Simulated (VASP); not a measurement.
Input of a VASP 6.6.1 run:

File INCAR:

```
  PREC = Accurate
  ENCUT = 520
  EDIFF = 1E-6
  ISMEAR = 0
  SIGMA = 0.1
  LREAL = False
  LASPH = True
  NELM = 80
  ALGO = Fast
  ISIF = 2
  LWAVE = False
  LCHARG = False
  GGA = PS
  NBANDS = 26
```

KPOINTS

```
regular mesh
0
Gamma
  6 6 6
```

Contents of POSCAR:

```
Cs
1.0
    4.3751929570     -9.2282201091      0.0000000000
    4.3751929570      9.2282201091      0.0000000000
    0.0000000000      0.0000000000      5.5628402014
Cs
4
Direct
    0.1318694993      0.8681305007      0.0017258897
    0.6318694993      0.3681305007      0.4982741103
    0.8681305007      0.1318694993      0.9982741103
    0.3681305007      0.6318694993      0.5017258897
```

Potentials or basis: VASP PAW PBE potentials, release 64 (Cs_sv).

The run is started by

```bash
$ cat potpaw_PBE.64/Cs_sv/POTCAR > POTCAR
$ mpirun -np 1 vasp_std > vasp.out
```

(1) What does it give for the pressure?

(2) Predict the band gap on the k mesh.

## Answers

(1) 0.0 GPa.

(2) zero (bands 18 and 19 overlap by 1.16 eV).

Caveat: the PAW data sets were made with another functional, which shifts forces and pressure a little; spin-orbit coupling is left out, which moves the levels of the heavy elements.
